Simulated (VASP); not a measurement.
Write the native input for VASP 6.6.1 that does the following.

```
Task                   : single point
Functional             : LDA
Potentials or basis    : VASP PAW LDA potentials, release 64 (Ga_d, Sb)
Cutoff                 : 520 eV
k mesh                 : 18 × 18 × 18
Occupations            : gaussian, width 0.15 eV
Spin                   : no spin polarisation
Dipole correction      : no
Further INCAR settings : ALGO = Normal; EDIFF = 1e-06; NBANDS = 16
```

The structure of GaSb lies in POSCAR:

```
GaSb
1.0
   -1.5473792743      2.4601695054      2.7533513352
    1.5473792743     -2.4601695054      2.7533513352
    1.5473792743      2.4601695054     -2.7533513352
Ga Sb
1 1
Direct
    0.0000000000      0.0000000000      0.0000000000
    0.5000000000      0.5000000000      0.0000000000
```

The input as run:

INCAR

```
PREC     = Accurate       # precision mode
ENCUT    = 520            # plane-wave cutoff, eV
EDIFF    = 1E-6           # SCF threshold, eV
ISMEAR   = 0              # smearing method
SIGMA    = 0.15           # smearing width, eV
LREAL    = F              # projectors in reciprocal space
LASPH    = T              # aspherical terms in the spheres
NELM     = 100            # most SCF steps
ALGO     = Normal         # electronic algorithm
ISIF     = 2              # what is computed and relaxed
LWAVE    = F              # write WAVECAR
LCHARG   = F              # write CHGCAR
GGA      = CA             # functional
NBANDS   = 16             # bands
```

KPOINTS

```
regular mesh
0
Gamma
  18 18 18
```

Potentials or basis: VASP PAW LDA potentials, release 64 (Ga_d, Sb).

Command:

```sh
$ cat potpaw_LDA.64/Ga_d/POTCAR potpaw_LDA.64/Sb/POTCAR > POTCAR
$ mpirun -np 1 vasp_std > vasp.out
```

Results of the run:

```
Pressure               : 4.3 GPa
Band gap on the k mesh : zero (bands 9 and 10 overlap by 6.45 eV)
```

Caveat: the cell stands under pressure; spin-orbit coupling is left out, which moves the levels of the heavy elements.

Wall time 11 min on 1 thread of Intel Xeon 8259CL (shared host), peak memory 0.66 GiB.
